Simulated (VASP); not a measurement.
Write the native input for VASP 6.6.1 that does the following.

```
Task                   : single point
Functional             : RPBE
Potentials or basis    : VASP PAW PBE potentials, release 64 (Zr_sv)
Cutoff                 : 520 eV
k mesh                 : 18 × 18 × 10
Occupations            : fermi-dirac, width 0.1 eV
Spin                   : no spin polarisation
Dipole correction      : no
Further INCAR settings : ALGO = Normal; EDIFF = 1e-07; NBANDS = 19
```

The structure of Zr lies in POSCAR:

```
Zr
1.0
    3.1239441411      0.0000000000      0.0000000000
   -1.5619720705      2.7054149862      0.0000000000
    0.0000000000      0.0000000000      4.9922675573
Zr
2
Direct
    0.3333333333      0.6666666667      0.2500000000
    0.6666666667      0.3333333333      0.7500000000
```

This cell differs from its parent crystal: volume scaled by 0.88.

The input as run:

INCAR

```
PREC = Accurate
ENCUT = 520
EDIFF = 1E-7
ISMEAR = -1
SIGMA = 0.1
LREAL = False
LASPH = True
NELM = 80
ALGO = Normal
ISIF = 2
LWAVE = False
LCHARG = True
GGA = RP
LELF = True
LVHAR = True
NBANDS = 19
```

KPOINTS

```
regular mesh
0
Gamma
  18 18 10
```

Potentials or basis: VASP PAW PBE potentials, release 64 (Zr_sv).

Run with:

```bash
$ cat potpaw_PBE.64/Zr_sv/POTCAR > POTCAR
$ mpirun -np 1 vasp_std > vasp.out
```

It gave:

```yaml
Pressure: 14.0 GPa
Band_gap_on_the_k_mesh: zero (band 12 reaches 11.19 eV, above the bottom of band 13 at 9.93 eV)
```

Caveat: the PAW data sets were made with another functional, which shifts forces and pressure a little.

It took 58 s on 1 thread of Intel(R) Xeon(R) 6975P-C (Granite Rapids) (shared host), peak memory 0.26 GiB.
